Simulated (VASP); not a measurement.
# PbSe (Cmcm) in VASP: single point with LDA

Aim: the single point of PbSe with LDA.

Everything below comes from runs of VASP 6.6.1. Logs are shortened: lines on timing, memory, paths and dates and some standing lists are left out, and cuts for length are marked.

## (1) The cell of the first run

The structure is orthorhombic, space group Cmcm (No. 63). Conventional cell: a = 4.310 Å, b = 12.268 Å, c = 4.450 Å, α = 90.00°, β = 90.00°, γ = 90.00°. Pb (site symmetry m2m) has 5 Se at 2.82 to 3.10 Å within 3.7 Å. Within 3.7 Å of Se (site symmetry m2m) lie 5 Pb at 2.82 to 3.10 Å.

## (2) Single point, LDA

INCAR

```
  PREC = Accurate
  ENCUT = 520
  EDIFF = 1E-7
  ISMEAR = -1
  SIGMA = 0.2
  LREAL = False
  LASPH = True
  NELM = 100
  ALGO = Normal
  ISIF = 2
  LWAVE = False
  LCHARG = True
  LELF = True
  LVHAR = True
  NBANDS = 28
```

KPOINTS

```
Automatic mesh
0
Gamma
  5 5 4
```

POSCAR

```
PbSe
1.0
    2.1548770000     -6.1339470000      0.0000000000
    2.1548770000      6.1339470000      0.0000000000
    0.0000000000      0.0000000000      4.4504940000
Pb Se
2 2
Direct
    0.6317610000      0.3682390000      0.7500000000
    0.3682390000      0.6317610000      0.2500000000
    0.8612900000      0.1387100000      0.7500000000
    0.1387100000      0.8612900000      0.2500000000
```

Potentials or basis: VASP PAW LDA potentials, release 64 (Pb_d, Se).

On the command line:

```console
cat potpaw_LDA.64/Pb_d/POTCAR potpaw_LDA.64/Se/POTCAR > POTCAR
mpirun -np 1 vasp_std > vasp.out
```

OUTCAR:

```text
PREC = Accurate
   ENCUT = 520
   EDIFF = 1E-7
   ISMEAR = -1
   LREAL = False
   LASPH = True
   NELM = 100
   ISIF = 2

 ion  position               nearest neighbor table
   1  0.632  0.368  0.750-   3 2.82   4 3.10   4 3.10   4 3.10   4 3.10   2 3.92   2 3.92
   2  0.368  0.632  0.250-   4 2.82   3 3.10   3 3.10   3 3.10   3 3.10   1 3.92   1 3.92
   3  0.861  0.139  0.750-   1 2.82   2 3.10   2 3.10   2 3.10   2 3.10
   4  0.139  0.861  0.250-   2 2.82   1 3.10   1 3.10   1 3.10   1 3.10

  LATTYP: Found a base centered orthorhombic cell.
 ALAT       =     4.3097540000
 B/A-ratio  =     2.8465415891
 C/A-ratio  =     1.0326561562

  Lattice vectors:

 A1 = (   2.1548770000,  -6.1339470000,   0.0000000000)
 A2 = (   2.1548770000,   6.1339470000,   0.0000000000)
 A3 = (   0.0000000000,   0.0000000000,   4.4504940000)

Analysis of symmetry for initial positions (statically):
=====================================================================
 Subroutine PRICEL returns:
 Original cell was already a primitive cell.

 Routine SETGRP: Setting up the symmetry group for a
 base centered orthorhombic supercell.

 Subroutine GETGRP returns: Found  8 space group operations
 (whereof  4 operations were pure point group operations)
 out of a pool of  8 trial point group operations.

The static configuration has the point symmetry C_2h.
 The point group associated with its full space group is D_2h.

Analysis of symmetry for dynamics (positions and initial velocities):
=====================================================================
 Subroutine PRICEL returns:
 Original cell was already a primitive cell.

 Routine SETGRP: Setting up the symmetry group for a
 base centered orthorhombic supercell.

 Subroutine GETGRP returns: Found  8 space group operations
 (whereof  4 operations were pure point group operations)
 out of a pool of  8 trial point group operations.

The dynamic configuration has the point symmetry C_2h.
 The point group associated with its full space group is D_2h.

 Subroutine INISYM returns: Found  8 space group operations
 (whereof  4 operations are pure point group operations),
 and found     1 'primitive' translations

----------------------------------------------------------------------------------------

                                     Primitive cell

  volume of cell :     117.6524

  direct lattice vectors                    reciprocal lattice vectors
     2.154877000 -6.133947000  0.000000000     0.232031805 -0.081513583  0.000000000
     2.154877000  6.133947000  0.000000000     0.232031805  0.081513583  0.000000000
     0.000000000  0.000000000  4.450494000     0.000000000  0.000000000  0.224694158

  length of vectors
     6.501446046  6.501446046  4.450494000     0.245933371  0.245933371  0.224694158

  position of ions in fractional coordinates (direct lattice)
     0.631761000  0.368239000  0.750000000
     0.368239000  0.631761000  0.250000000
     0.861290000  0.138710000  0.750000000
     0.138710000  0.861290000  0.250000000

  ion indices of the primitive-cell ions
   primitive index   ion index
                 1           1
                 2           2
                 3           3
                 4           4

----------------------------------------------------------------------------------------

 KPOINTS: Automatic mesh

Automatic generation of k-mesh.
 Grid dimensions read from file:
 generate k-points for:    5    5    4

 Generating k-lattice:

  Cartesian coordinates                     Fractional coordinates (reciprocal lattice)
     0.046406361 -0.016302717  0.000000000     0.200000000  0.000000000  0.000000000
     0.046406361  0.016302717  0.000000000     0.000000000  0.200000000  0.000000000
     0.000000000  0.000000000  0.056173539     0.000000000  0.000000000  0.250000000

  Length of vectors
     0.049186674  0.049186674  0.056173539

  Shift w.r.t. Gamma in fractional coordinates (k-lattice)
     0.000000000  0.000000000  0.000000000

 Subroutine IBZKPT returns following result:
 ===========================================

 Found     27 irreducible k-points:

 Following reciprocal coordinates:
            Coordinates               Weight
  0.000000  0.000000  0.000000      1.000000
  0.200000 -0.000000  0.000000      4.000000
  0.400000 -0.000000  0.000000      4.000000
  0.200000  0.200000  0.000000      2.000000
  0.400000  0.200000  0.000000      4.000000
 -0.400000  0.200000  0.000000      4.000000
[... 16 lines left out ...]
  0.400000  0.200000  0.500000      4.000000
 -0.400000  0.200000  0.500000      4.000000
 [... further k-points ...]
   k-points           NKPTS =     27   k-points in BZ     NKDIM =     27   number of bands    NBANDS=     28
   number of dos      NEDOS =    301   number of ions     NIONS =      4
   total plane-waves  NPLWV =  82944
   dimension x,y,z NGX =    48 NGY =   48 NGZ =   36
   dimension x,y,z NGXF=    96 NGYF=   96 NGZF=   72
   ions per type =               2   2
   NGX,Y,Z   is equivalent  to a cutoff of  12.27, 12.27, 13.45 a.u.
   NGXF,Y,Z  is equivalent  to a cutoff of  24.55, 24.55, 26.90 a.u.
 SYSTEM =  unknown system
   PREC   = accura    normal or accurate (medium, high low for compatibility)
   ISTART =      0    job   : 0-new  1-cont  2-samecut
   ICHARG =      2    charge: 1-file 2-atom 10-const
   ISPIN  =      1    spin polarized calculation?
   LNONCOLLINEAR =      F non collinear calculations
   LSORBIT =      F    spin-orbit coupling
   LASPH  =      T    aspherical Exc in radial PAW
   ENCUT  =  520.0 eV  38.22 Ry    6.18 a.u.  12.09 12.09  8.27*2*pi/ulx,y,z
   NELM   =    100;   NELMIN=  2; NELMDL= -5     # of ELM steps
   EDIFF  = 0.1E-06   stopping-criterion for ELM
   LREAL  =      F    real-space projection
   EDIFFG = 0.1E-05   stopping-criterion for IOM
   NSW    =      0    number of steps for IOM
   IBRION =     -1    ionic relax: 0-MD 1-quasi-New 2-CG
   NFREE  =      0    steps in history (QN), initial steepest desc. (CG)
   ISIF   =      2    stress and relaxation
   ISYM   =      2    0-nonsym 1-usesym 2-fastsym
   POTIM  = 0.5000    time-step for ionic-motion
   TEBEG  =    0.0;   TEEND  =   0.0 temperature during run
   PSTRESS=    0.0 pullay stress
   NELECT =      40.0000    total number of electrons
   NUPDOWN=      -1.0000    fix difference up-down
   EMIN   =  10.00;   EMAX   =-10.00  energy-range for DOS
   EFERMI =   0.00;   METHOD = LEGACY
   ISMEAR =    -1;   SIGMA  =   0.20  broadening in eV -4-tet -1-fermi 0-gaus
   EFERMI_NEDOS =   21; number of points for ismear=-14 and -15
   IALGO  =     38    algorithm
   IMIX   =      4    mixing-type and parameters
     AMIX     =   0.40;   BMIX     =  1.00
     AMIX_MAG =   1.60;   BMIX_MAG =  1.00
  volume/ion in A,a.u.               =      29.41       198.49
  Fermi-wavevector in a.u.,A,eV,Ry     =   1.142601  2.159203 17.762909  1.305537
  Thomas-Fermi vector in A             =   2.279298
   LORBIT       =      0    0 simple, 1 ext, 2 COOP (PROOUT), +10 PAW based schemes
   GGA     = CA    functional components
   LHFCALC =     F    Hartree Fock is set to
   AEXX    =    0.0000 exact exchange contribution
   IVDW    =     0    specifies the selected vdW correction
   LEPSILON=     F    determine dielectric tensor
   LRPA    =     F    only Hartree local field effects (RPA)
 non-spin polarized calculation
  energy-cutoff  :      520.00
  volume of cell :      117.65
 maximum number of plane-waves:      3187
   NGX = 25   NGY = 25   NGZ = 17

 number of electron      39.9999994 magnetization

 Free energy of the ion-electron system (eV)
  ---------------------------------------------------
  ext. energy  EPLUGINS =         0.00000000
  ---------------------------------------------------
  free energy    TOTEN  =       -18.65293560 eV

  energy without entropy =      -18.60472370  energy(sigma->0) =      -18.62882965

 E-fermi :   4.6593     XC(G=0):  -9.7429

 val. band max:        4.1739702158   @ k =   0.2000   0.2000   0.0000
 cond. band min:       4.9842403896   @ k =   0.2000   0.2000   0.0000
 fundamental gap:      0.8102701737
 Fermi energy:         4.6593091190

 k-point     1 :       0.0000    0.0000    0.0000
  band No.  band energies     occupation
      1     -12.3121      2.00000
      2     -12.2249      2.00000
      3     -12.2164      2.00000
      4     -12.2163      2.00000
      5     -12.1990      2.00000
      6     -12.1914      2.00000
[... 20 lines left out ...]
     27       9.5275      0.00000
     28      10.9592      0.00000

 k-point     2 :       0.2000   -0.0000    0.0000
  band No.  band energies     occupation
      1     -12.2932      2.00000
      2     -12.2186      2.00000
      3     -12.2167      2.00000
      4     -12.2078      2.00000
      5     -12.2031      2.00000
      6     -12.1940      2.00000
[... 20 lines left out ...]
     27      10.1752      0.00000
     28      11.3420      0.00000

 k-point     3 :       0.4000   -0.0000    0.0000
  band No.  band energies     occupation
      1     -12.2547      2.00000
      2     -12.2238      2.00000
      3     -12.2236      2.00000
      4     -12.2221      2.00000
      5     -12.1938      2.00000
      6     -12.1915      2.00000
[... 20 lines left out ...]
     27      11.9249      0.00000
     28      12.4169      0.00000

 k-point     4 :       0.2000    0.2000    0.0000
  band No.  band energies     occupation
      1     -12.2570      2.00000
      2     -12.2279      2.00000
      3     -12.2213      2.00000
      4     -12.2171      2.00000
      5     -12.1940      2.00000
      6     -12.1925      2.00000
[... 578 lines left out ...]
     27      10.6094      0.00000
     28      10.6094      0.00000

 k-point    23 :       0.4000    0.2000    0.5000
  band No.  band energies     occupation
      1     -12.3015      2.00000
      2     -12.3015      2.00000
      3     -12.2132      2.00000
      4     -12.2132      2.00000
      5     -12.1844      2.00000
      6     -12.1844      2.00000
[... 20 lines left out ...]
     27      10.5729      0.00000
     28      10.5729      0.00000

 k-point    24 :      -0.4000    0.2000    0.5000
  band No.  band energies     occupation
      1     -12.2662      2.00000
      2     -12.2662      2.00000
      3     -12.2186      2.00000
      4     -12.2186      2.00000
      5     -12.1838      2.00000
      6     -12.1838      2.00000
[... 20 lines left out ...]
     27      11.3582      0.00000
     28      11.3582      0.00000

 [... further k-points ...]

------------------------ aborting loop because EDIFF is reached ----------------------------------------

  FORCE on cell =-STRESS in cart. coord.  units (eV):
  Direction    XX          YY          ZZ          XY          YZ          ZX
  --------------------------------------------------------------------------------------
  -------------------------------------------------------------------------------------
  Total       -2.4134210     -2.1093609     -2.5369972      0.0000000      0.0000000      0.0000000
  in kB      -32.8657047    -28.7250472    -34.5485520      0.0000000      0.0000000      0.0000000
  external PRESSURE =     -32.0464346 kB  Pullay stress =       0.0000000 kB

 VOLUME and BASIS-vectors are now :
 -----------------------------------------------------------------------------
  energy-cutoff  :      520.00
  volume of cell :      117.65
      direct lattice vectors                 reciprocal lattice vectors
     2.154877000 -6.133947000  0.000000000     0.232031805 -0.081513583  0.000000000
     2.154877000  6.133947000  0.000000000     0.232031805  0.081513583  0.000000000
     0.000000000  0.000000000  4.450494000     0.000000000  0.000000000  0.224694158

 POSITION                                       TOTAL-FORCE (eV/Angst)
 -----------------------------------------------------------------------------------
      2.15488     -1.61643      3.33787         0.000000     -0.069001     -0.000000
      2.15488      1.61643      1.11262         0.000000      0.069001      0.000000
      2.15488     -4.43227      3.33787         0.000000      0.039353      0.000000
      2.15488      4.43227      1.11262         0.000000     -0.039353      0.000000
 -----------------------------------------------------------------------------------
    total drift:                                0.000000      0.000000      0.000000

  FREE ENERGIE OF THE ION-ELECTRON SYSTEM (eV)
  ---------------------------------------------------
  free  energy   TOTEN  =       -18.6529355967 eV

  energy  without entropy=      -18.6047236982  energy(sigma->0) =      -18.62882965
```

Run time: 3 min. Hardware: 1 thread of Intel Xeon 8259CL, shared host; peak memory 0.27 GiB.

Results:

| Item | Value |
| --- | --- |
| Free energy | -18.6529 eV |
| Pressure | -3.2 GPa |
| Largest force | 0.069 eV/Å |
| Band gap on the k mesh | 0.81 eV |

Forces on the atoms (eV/Å):
```
Pb   0.000 -0.069  0.000
Pb   0.000  0.069  0.000
Se   0.000  0.039  0.000
Se   0.000 -0.039  0.000
```

Levels at points of the mesh, in eV from the valence-band top:
```
           k point  band 17  band 18  band 19  band 20  band 21  band 22  band 23  band 24
(0.00, 0.00, 0.00)    -2.23    -1.62    -1.36    -0.46     4.31     4.34     4.52     5.15
(0.00, 0.00, 0.50)    -0.94    -0.94    -0.11    -0.11     1.38     1.38     2.21     2.21
```

Caveat: the cell stands under tension; spin-orbit coupling is left out, which moves the levels of the heavy elements; an odd mesh through Γ misses points on the zone boundary, where band edges can lie.
